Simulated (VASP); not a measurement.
SnO: single point with PBE+D3(BJ)

The system is SnO, a slab with vacuum.

```
Sn O
1.0
     3.82015    0.00030    0.00000
    -0.00031    3.82015    0.00000
     0.00000    0.00000   22.22608
Sn O
4 4
Direct
  0.99995 0.99995 0.20246
  0.49995 0.49995 0.30878
  0.99995 0.99995 0.48875
  0.49995 0.49995 0.59507
  0.99995 0.49995 0.25562
  0.49995 0.99995 0.25562
  0.99994 0.49994 0.54191
  0.49994 0.99994 0.54191
```

```json
{
 "Program": "VASP 6.6.1",
 "Task": "single point",
 "Functional": "PBE",
 "Dispersion": "D3(BJ)",
 "Potentials or basis": "VASP PAW PBE potentials, release 64 (Sn_d, O)",
 "Cutoff": "520 eV",
 "k mesh": "7 × 7 × 1",
 "Occupations": "gaussian, width 0.05 eV",
 "Spin": "no spin polarisation"
}
```

```
Largest force              : 0.196 eV/Å
Band gap on the k mesh     : 2.54 eV (least direct gap 2.55 eV)
Dispersion energy per atom : -0.157 eV
```

Forces in eV/Å, atoms in the order of the input:
```
Sn   0.000  0.000 -0.074
Sn   0.000  0.000  0.196
Sn   0.000  0.000 -0.196
Sn   0.000  0.000  0.074
O    0.000  0.000  0.016
O    0.000  0.000  0.016
O    0.000  0.000 -0.016
O    0.000  0.000 -0.016
```

Levels at points of the mesh, in eV from the valence-band top:
```
           k point  band 37  band 38  band 39  band 40  band 41  band 42  band 43  band 44
(0.00, 0.00, 0.00)    -1.96    -1.96    -0.62    -0.02     2.54     2.85     2.86     3.87
```

Run time: 8.1 min on 1 thread of Intel Xeon 8259CL (shared host), peak memory 0.39 GiB.

Caveat: spin-orbit coupling is left out, which moves the levels of the heavy elements.
